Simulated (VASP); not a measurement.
# CdTe (F-43m) in VASP: a series of runs

Aim: see how the results for CdTe move with the level of theory and the settings. Levels: r2SCAN, r2SCAN+D4. Tasks: single point.

Everything below comes from runs of VASP 6.6.1. Logs are shortened: lines on timing, memory, paths and dates and some standing lists are left out, and cuts for length are marked.

### 1 The cell of the first run

The structure is cubic, space group F-43m (No. 216). Conventional cell: a = 6.557 Å, b = 6.557 Å, c = 6.557 Å, α = 90.00°, β = 90.00°, γ = 90.00°. Cd (site symmetry -43m) has 4 Te at 2.84 Å within 3.7 Å. Te (site symmetry -43m) has 4 Cd at 2.84 Å within 3.7 Å.

### 2 Single point, r2SCAN

File POSCAR:

```
CdTe
1.0
    0.0000000000      3.2787246853      3.2787246853
    3.2787246853      0.0000000000      3.2787246853
    3.2787246853      3.2787246853      0.0000000000
Cd Te
1 1
Direct
    0.0000000000      0.0000000000      0.0000000000
    0.2500000000      0.2500000000      0.2500000000
```

File INCAR.step1:

```
ALGO = Normal
EDIFF = 1E-4
ENCUT = 520
GGA = PE
ISMEAR = 0
LASPH = True
LCHARG = False
LREAL = False
LWAVE = True
NBANDS = 16
NELM = 60
PREC = Accurate
SIGMA = 0.05
```

File INCAR.step2:

```
ALGO = Normal
EDIFF = 1E-6
ENCUT = 520
ISIF = 2
ISMEAR = 0
ISTART = 1
LASPH = True
LCHARG = False
LMIXTAU = True
LREAL = False
LWAVE = False
METAGGA = R2SCAN
NBANDS = 16
NELM = 60
PREC = Accurate
SIGMA = 0.05
```

File KPOINTS:

```
k-points
0
Gamma
  10 10 10
```

Potentials or basis: VASP PAW PBE potentials, release 64 (Cd, Te).

Command:

```
cat potpaw_PBE.64/Cd/POTCAR potpaw_PBE.64/Te/POTCAR > POTCAR
cp INCAR.step1 INCAR
mpirun -np 1 vasp_std > vasp.out
cp INCAR.step2 INCAR
mpirun -np 1 vasp_std > vasp.out
```

OUTCAR:

```text
EDIFF = 1E-6
   ENCUT = 520
   ISIF = 2
   ISMEAR = 0
   ISTART = 1
   LASPH = True
   LREAL = False
   METAGGA = R2SCAN
   NELM = 60
   PREC = Accurate

 ion  position               nearest neighbor table
   1  0.000  0.000  0.000-   2 2.84   2 2.84   2 2.84   2 2.84
   2  0.250  0.250  0.250-   1 2.84   1 2.84   1 2.84   1 2.84

  LATTYP: Found a face centered cubic cell.
 ALAT       =     6.5574493706

  Lattice vectors:

 A1 = (   0.0000000000,   3.2787246853,   3.2787246853)
 A2 = (   3.2787246853,   0.0000000000,   3.2787246853)
 A3 = (   3.2787246853,   3.2787246853,   0.0000000000)

Analysis of symmetry for initial positions (statically):
=====================================================================
 Subroutine PRICEL returns:
 Original cell was already a primitive cell.

 Routine SETGRP: Setting up the symmetry group for a
 face centered cubic supercell.

 Subroutine GETGRP returns: Found 24 space group operations
 (whereof 24 operations were pure point group operations)
 out of a pool of 48 trial point group operations.

The static configuration has the point symmetry T_d .

Analysis of symmetry for dynamics (positions and initial velocities):
=====================================================================
 Subroutine PRICEL returns:
 Original cell was already a primitive cell.

 Routine SETGRP: Setting up the symmetry group for a
 face centered cubic supercell.

 Subroutine GETGRP returns: Found 24 space group operations
 (whereof 24 operations were pure point group operations)
 out of a pool of 48 trial point group operations.

The dynamic configuration has the point symmetry T_d .

 Subroutine INISYM returns: Found 24 space group operations
 (whereof 24 operations are pure point group operations),
 and found     1 'primitive' translations

----------------------------------------------------------------------------------------

                                     Primitive cell

  volume of cell :      70.4928

  direct lattice vectors                    reciprocal lattice vectors
     0.000000000  3.278724685  3.278724685    -0.152498318  0.152498318  0.152498318
     3.278724685  0.000000000  3.278724685     0.152498318 -0.152498318  0.152498318
     3.278724685  3.278724685  0.000000000     0.152498318  0.152498318 -0.152498318

[... 74 lines left out ...]
   PREC   = accura    normal or accurate (medium, high low for compatibility)
   ISTART =      1    job   : 0-new  1-cont  2-samecut
   ICHARG =      0    charge: 1-file 2-atom 10-const
   ISPIN  =      1    spin polarized calculation?
   LNONCOLLINEAR =      F non collinear calculations
   LSORBIT =      F    spin-orbit coupling
   LASPH  =      T    aspherical Exc in radial PAW
   ENCUT  =  520.0 eV  38.22 Ry    6.18 a.u.   8.62  8.62  8.62*2*pi/ulx,y,z
   NELM   =     60;   NELMIN=  2; NELMDL=  0     # of ELM steps
   EDIFF  = 0.1E-05   stopping-criterion for ELM
   LREAL  =      F    real-space projection
   EDIFFG = 0.1E-04   stopping-criterion for IOM
   NSW    =      0    number of steps for IOM
   IBRION =     -1    ionic relax: 0-MD 1-quasi-New 2-CG
   NFREE  =      0    steps in history (QN), initial steepest desc. (CG)
   ISIF   =      2    stress and relaxation
   ISYM   =      2    0-nonsym 1-usesym 2-fastsym
   POTIM  = 0.5000    time-step for ionic-motion
   TEBEG  =    0.0;   TEEND  =   0.0 temperature during run
   PSTRESS=    0.0 pullay stress
   NELECT =      18.0000    total number of electrons
   NUPDOWN=      -1.0000    fix difference up-down
   EMIN   =  10.00;   EMAX   =-10.00  energy-range for DOS
   EFERMI =   0.00;   METHOD = LEGACY
   ISMEAR =     0;   SIGMA  =   0.05  broadening in eV -4-tet -1-fermi 0-gaus
   EFERMI_NEDOS =   21; number of points for ismear=-14 and -15
   IALGO  =     38    algorithm
   IMIX   =      4    mixing-type and parameters
     AMIX     =   0.40;   BMIX     =  1.00
     AMIX_MAG =   1.60;   BMIX_MAG =  1.00
  volume/ion in A,a.u.               =      35.25       237.85
  Fermi-wavevector in a.u.,A,eV,Ry     =   1.038606  1.962680 14.676630  1.078702
  Thomas-Fermi vector in A             =   2.173098
   LORBIT       =      0    0 simple, 1 ext, 2 COOP (PROOUT), +10 PAW based schemes
   METAGGA = R2SCAN    functional components
   LHFCALC =     F    Hartree Fock is set to
   AEXX    =    0.0000 exact exchange contribution
   IVDW    =     0    specifies the selected vdW correction
   LEPSILON=     F    determine dielectric tensor
   LRPA    =     F    only Hartree local field effects (RPA)
 non-spin polarized calculation
 Gauss-broadening in eV      SIGMA  =   0.05
  energy-cutoff  :      520.00
  volume of cell :       70.49
 maximum number of plane-waves:      1917
   NGX = 17   NGY = 17   NGZ = 17

 number of electron      18.0000005 magnetization

 Free energy of the ion-electron system (eV)
  ---------------------------------------------------
  ext. energy  EPLUGINS =         0.00000000
  ---------------------------------------------------
  free energy    TOTEN  =       -46.64567178 eV

  energy without entropy =      -46.64567178  energy(sigma->0) =      -46.64567178

 E-fermi :   2.0264     XC(G=0):  -8.9417

 val. band max:        1.7844812719   @ k =   0.0000   0.0000   0.0000
 cond. band min:       2.9431142392   @ k =   0.0000   0.0000   0.0000
 fundamental gap:      1.1586329673
 Fermi energy:         2.0264153286

 k-point     1 :       0.0000    0.0000    0.0000
  band No.  band energies     occupation
      1      -9.5402      2.00000
      2      -6.6615      2.00000
      3      -6.6615      2.00000
      4      -6.6615      2.00000
      5      -6.4039      2.00000
      6      -6.4039      2.00000
[... 433 lines left out ...]
      3      -6.5435      2.00000
      4      -6.4734      2.00000
      5      -6.3821      2.00000
      6      -6.1400      2.00000
[... 8 lines left out ...]
     15      12.7567      0.00000
     16      13.8951      0.00000

 [... further k-points ...]
[... 5 lines left out ...]
  --------------------------------------------------------------------------------------
  -------------------------------------------------------------------------------------
  Total        0.0506930      0.0506930      0.0506930     -0.0000000      0.0000000      0.0000000
  in kB        1.1521625      1.1521625      1.1521625     -0.0000000      0.0000000      0.0000000
  external PRESSURE =       1.1521625 kB  Pullay stress =       0.0000000 kB

 VOLUME and BASIS-vectors are now :
 -----------------------------------------------------------------------------
  energy-cutoff  :      520.00
  volume of cell :       70.49
      direct lattice vectors                 reciprocal lattice vectors
     0.000000000  3.278724685  3.278724685    -0.152498318  0.152498318  0.152498318
     3.278724685  0.000000000  3.278724685     0.152498318 -0.152498318  0.152498318
     3.278724685  3.278724685  0.000000000     0.152498318  0.152498318 -0.152498318

 POSITION                                       TOTAL-FORCE (eV/Angst)
 -----------------------------------------------------------------------------------
      0.00000      0.00000      0.00000        -0.000000     -0.000000     -0.000000
      1.63936      1.63936      1.63936         0.000000      0.000000      0.000000
 -----------------------------------------------------------------------------------
    total drift:                               -0.000001     -0.000001     -0.000001

  FREE ENERGIE OF THE ION-ELECTRON SYSTEM (eV)
  ---------------------------------------------------
  free  energy   TOTEN  =       -46.6456717783 eV

  energy  without entropy=      -46.6456717783  energy(sigma->0) =      -46.64567178
```

OUTCAR.step1:

```text
EDIFF = 1E-4
   ENCUT = 520
   GGA = PE
   ISMEAR = 0
   LASPH = True
[... 676 lines left out ...]
 -----------------------------------------------------------------------------------
      0.00000      0.00000      0.00000        -0.000000     -0.000000     -0.000000
      1.63936      1.63936      1.63936         0.000000      0.000000      0.000000
 -----------------------------------------------------------------------------------
    total drift:                               -0.000000     -0.000000     -0.000000

  FREE ENERGIE OF THE ION-ELECTRON SYSTEM (eV)
  ---------------------------------------------------
  free  energy   TOTEN  =        -4.8051119246 eV

  energy  without entropy=       -4.8051119246  energy(sigma->0) =       -4.80511192
```

Run time: 4.6 min. Hardware: 1 thread of AMD EPYC 7R43 (Zen 3), shared host; peak memory 0.21 GiB.

Results:

* Free energy: -46.6457 eV
* Pressure: 0.1 GPa
* Band gap on the k mesh: 1.16 eV, direct

Caveat: the PAW data sets were made with another functional, which shifts forces and pressure a little; spin-orbit coupling is left out, which moves the levels of the heavy elements. r2SCAN opens gaps a little over a GGA but as a rule still falls short of measured ones.

### 3 Single point, r2SCAN+D4

POSCAR is that of step 2.

File INCAR.step1:

```
SYSTEM = CdTe
PREC = Accurate
ENCUT = 520
ISMEAR = -1
SIGMA = 0.025
LREAL = .FALSE.
LASPH = .TRUE.
NELM = 60
NBANDS = 16
GGA = PE
ALGO = Normal
EDIFF = 1E-4
LWAVE = .TRUE.
LCHARG = .FALSE.
```

File INCAR.step2:

```
SYSTEM = CdTe
PREC = Accurate
ENCUT = 520
EDIFF = 1E-6
ISMEAR = -1
SIGMA = 0.025
LREAL = .FALSE.
LASPH = .TRUE.
NELM = 60
ALGO = Normal
ISIF = 2
LWAVE = .FALSE.
LCHARG = .FALSE.
METAGGA = R2SCAN
LMIXTAU = .TRUE.
IVDW = 13
VDW_S6 = 1.0
VDW_S8 = 0.6018749
VDW_A1 = 0.51559235
VDW_A2 = 5.77342911
NBANDS = 16
ISTART = 1
```

File KPOINTS:

```
Automatic mesh
0
G
  10 10 10
  0 0 0
```

Potentials or basis: VASP PAW PBE potentials, release 64 (Cd, Te).

Command:

```
cat potpaw_PBE.64/Cd/POTCAR potpaw_PBE.64/Te/POTCAR > POTCAR
cp INCAR.step1 INCAR
mpirun -np 1 vasp_std > vasp.out
cp INCAR.step2 INCAR
mpirun -np 1 vasp_std > vasp.out
```

It took 4.8 min on 1 thread of AMD EPYC 7R43 (Zen 3), shared host; peak memory 0.21 GiB.

It converged, with:

| Quantity | Value |
| --- | --- |
| Free energy | -46.8916 eV |
| Pressure | -0.4 GPa |
| Band gap on the k mesh | 1.16 eV, direct |
| Dispersion energy per atom | -0.123 eV |

Levels at points of the mesh, in eV from the valence-band top:
| k point | band 5 | band 6 | band 7 | band 8 | band 9 | band 10 | band 11 | band 12 | band 13 | band 14 |
| --- | --- | --- | --- | --- | --- | --- | --- | --- | --- | --- |
| (0.00, 0.00, 0.00) | -8.19 | -8.19 | 0.00 | 0.00 | 0.00 | 1.16 | 5.05 | 5.05 | 5.05 | 7.87 |
| (0.50, 0.00, 0.00) | -8.18 | -7.84 | -4.29 | -0.74 | -0.74 | 2.19 | 5.60 | 5.60 | 7.38 | 9.09 |
| (0.50, 0.50, 0.00) | -8.16 | -7.70 | -4.18 | -1.79 | -1.79 | 2.95 | 2.99 | 9.26 | 9.63 | 9.63 |

Caveat: the PAW data sets were made with another functional, which shifts forces and pressure a little; spin-orbit coupling is left out, which moves the levels of the heavy elements. r2SCAN opens gaps a little over a GGA but as a rule still falls short of measured ones.

### 4 Single point, r2SCAN

This run uses another cell than the first one, of 35.99 Å³/atom, 1.021 times its volume.

File POSCAR:

```
CdTe
1.0
    0.0000000000      3.3016959673      3.3016959673
    3.3016959673      0.0000000000      3.3016959673
    3.3016959673      3.3016959673      0.0000000000
Cd Te
1 1
Direct
    0.0000000000      0.0000000000      0.0000000000
    0.2500000000      0.2500000000      0.2500000000
```

File INCAR.step1:

```
PREC = Accurate ; ENCUT = 520
ISMEAR = 0 ; SIGMA = 0.05
LREAL = False ; LASPH = True
NELM = 100 ; NBANDS = 16
GGA = PE ; ALGO = Normal
EDIFF = 1E-4 ; LWAVE = True
LCHARG = False
```

File INCAR.step2:

```
PREC = Accurate ; ENCUT = 520
EDIFF = 1E-6 ; ISMEAR = 0
SIGMA = 0.05 ; LREAL = False
LASPH = True ; NELM = 100
ALGO = Normal ; ISIF = 2
LWAVE = False ; LCHARG = False
METAGGA = R2SCAN ; LMIXTAU = True
NBANDS = 16 ; ISTART = 1
```

File KPOINTS:

```
regular mesh
0
Gamma
  10 10 10
```

Command:

```
cat potpaw_PBE.64/Cd/POTCAR potpaw_PBE.64/Te/POTCAR > POTCAR
cp INCAR.step1 INCAR
mpirun -np 1 vasp_std > vasp.out
cp INCAR.step2 INCAR
mpirun -np 1 vasp_std > vasp.out
```

Run time: 5.4 min. Hardware: 1 thread of AMD EPYC 7R43 (Zen 3), shared host; peak memory 0.21 GiB.

It converged, with:

* Free energy: -46.6428 eV
* Pressure: -0.7 GPa
* Band gap on the k mesh: 1.09 eV, direct

Levels at points of the mesh, in eV from the valence-band top:
| k point | band 7 | band 8 | band 9 | band 10 | band 11 | band 12 |
| --- | --- | --- | --- | --- | --- | --- |
| (0.00, 0.00, 0.00) | 0.00 | 0.00 | 0.00 | 1.09 | 5.07 | 5.07 |
| (0.50, 0.00, 0.00) | -4.18 | -0.71 | -0.71 | 2.17 | 5.61 | 5.61 |
| (0.50, 0.50, 0.00) | -4.08 | -1.72 | -1.72 | 2.99 | 3.00 | 9.14 |

Caveat: the PAW data sets were made with another functional, which shifts forces and pressure a little; spin-orbit coupling is left out, which moves the levels of the heavy elements.

### 5 Single point, r2SCAN

File POSCAR:

```
CdTe
1.0
    0.0000000000      3.3004387266      3.3004387266
    3.3004387266      0.0000000000      3.3004387266
    3.3004387266      3.3004387266      0.0000000000
Cd Te
1 1
Direct
    0.0000000000      0.0000000000      0.0000000000
    0.2500000000      0.2500000000      0.2500000000
```

File INCAR.step1:

```
SYSTEM = CdTe
  ALGO = Normal
  EDIFF = 1E-4
  ENCUT = 520
  GGA = PE
  ISMEAR = 0
  LASPH = .TRUE.
  LCHARG = .FALSE.
  LREAL = .FALSE.
  LWAVE = .TRUE.
  NBANDS = 16
  NELM = 100
  PREC = Accurate
  SIGMA = 0.05
```

File INCAR.step2:

```
SYSTEM = CdTe
  ALGO = Normal
  EDIFF = 1E-7
  ENCUT = 520
  ISIF = 2
  ISMEAR = 0
  ISTART = 1
  LASPH = .TRUE.
  LCHARG = .FALSE.
  LMIXTAU = .TRUE.
  LREAL = .FALSE.
  LWAVE = .FALSE.
  METAGGA = R2SCAN
  NBANDS = 16
  NELM = 100
  PREC = Accurate
  SIGMA = 0.05
```

File KPOINTS:

```
k-points
0
G
  10 10 10
  0 0 0
```

Command:

```
cat potpaw_PBE.64/Cd/POTCAR potpaw_PBE.64/Te/POTCAR > POTCAR
cp INCAR.step1 INCAR
mpirun -np 1 vasp_std > vasp.out
cp INCAR.step2 INCAR
mpirun -np 1 vasp_std > vasp.out
```

Wall time 5.3 min (1 thread of AMD EPYC 7R43 (Zen 3), shared host); peak memory 0.21 GiB.

Results (log left out):

| Item | Value |
| --- | --- |
| Free energy | -46.6432 eV |
| Pressure | -0.7 GPa |
| Band gap on the k mesh | 1.09 eV, direct |

Levels at points of the mesh, in eV from the valence-band top:
```
           k point  band 6  band 7  band 8  band 9  band 10  band 11  band 12  band 13
(0.00, 0.00, 0.00)   -8.15    0.00    0.00    0.00     1.09     5.07     5.07     5.07
(0.50, 0.00, 0.00)   -7.81   -4.18   -0.71   -0.71     2.17     5.61     5.61     7.35
(0.50, 0.50, 0.00)   -7.68   -4.08   -1.73   -1.73     2.99     2.99     9.14     9.53
```

Caveat: the PAW data sets were made with another functional, which shifts forces and pressure a little; spin-orbit coupling is left out, which moves the levels of the heavy elements.

(Part 1 of 2 ends here.)
